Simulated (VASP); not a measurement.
Set up this calculation in VASP 6.6.1, as the native input.

```yaml
Task: single point
Functional: PBE
Dispersion: D3(BJ)
Potentials_or_basis: VASP PAW PBE potentials, release 64 (Ge_d, S, Li_sv)
Cutoff: 650 eV
k_mesh: 1 × 1 × 1, shifted
Occupations: fermi-dirac, width 0.1551 eV
Spin: no spin polarisation
Dipole_correction: no
Further_INCAR_settings: LREAL = Auto; ALGO = Normal; EDIFF = 1e-06; NBANDS = 94; ISYM = -1
```

The structure of Li2GeS3 lies in POSCAR:

```
Li2GeS3
1.0
    8.1492130000      0.2608840000     -0.3825630000
    0.2608840000      8.1074400000     -0.0781450000
   -0.3825630000     -0.0781450000      8.2274370000
Ge S Li
4 12 8
Direct
    0.4522253687      0.4358619627      0.4696279202
    0.2046988419      0.3077899851      0.2156950520
    0.8978404292      0.3914341772      0.2877638749
    0.4643754589      0.3543905122      0.8580451865
    0.6148131188      0.4000878068      0.1534428781
    0.0914449237      0.2998371642      0.5705462369
    0.9765457619      0.6791985178      0.2365269092
    0.7254518309      0.9674318878      0.7344776987
    0.1611433355      0.3320211907      0.9483728984
    0.4529152400      0.0974020511      0.7760013351
    0.2762926941      0.6379285765      0.3077228413
    0.6961335307      0.3001287620      0.5727689551
    1.0583990427      0.0729671570      0.4546576694
    0.8540586551      0.8345096687      0.9320533235
    0.7165806306      0.9589522644      0.2889419342
    0.4972100292      0.6575408628      0.6892729402
    0.5226142806      0.7911384875      0.1015870926
    0.7087573404      0.6947526181      0.4899176715
    0.1240019510      0.6336022466      0.0436921493
   -0.0460146591      0.0925925148      0.1615045045
    0.6166180984      0.0565653802      0.0393143784
    0.4578049397      1.0295105421      0.4350493759
    0.7624889817      0.5532967020      0.9679696658
    0.1449530067      0.9739795090      0.6829400560
```

These files were run (other wordings do the same):

INCAR

```
  PREC = Accurate
  ENCUT = 650
  EDIFF = 1E-6
  ISMEAR = -1
  SIGMA = 0.1551
  LREAL = Auto
  LASPH = T
  NELM = 120
  ALGO = Normal
  ISIF = 2
  LWAVE = F
  LCHARG = F
  GGA = PE
  IVDW = 12
  NBANDS = 94
  ISYM = -1
  GGA_COMPAT = F
```

KPOINTS

```
explicit points
1
Reciprocal
  0.25000000   0.25000000   0.25000000 1
```

Potentials or basis: VASP PAW PBE potentials, release 64 (Ge_d, S, Li_sv).

The run is started by

```bash
$ cat potpaw_PBE.64/Ge_d/POTCAR potpaw_PBE.64/S/POTCAR potpaw_PBE.64/Li_sv/POTCAR > POTCAR
$ mpirun -np 1 vasp_std > vasp.out
```

It gave:

- Pressure: -1.8 GPa
- Largest force: 2.222 eV/Å
- Dispersion energy per atom: -0.221 eV

Caveat: the atoms stand as in a frame of molecular dynamics.

Run time: 2.7 min on 1 thread of Intel(R) Xeon(R) Platinum 8259CL CPU @ 2.50GHz (Skylake/Cascade Lake), on a shared host, peak memory 0.68 GiB.
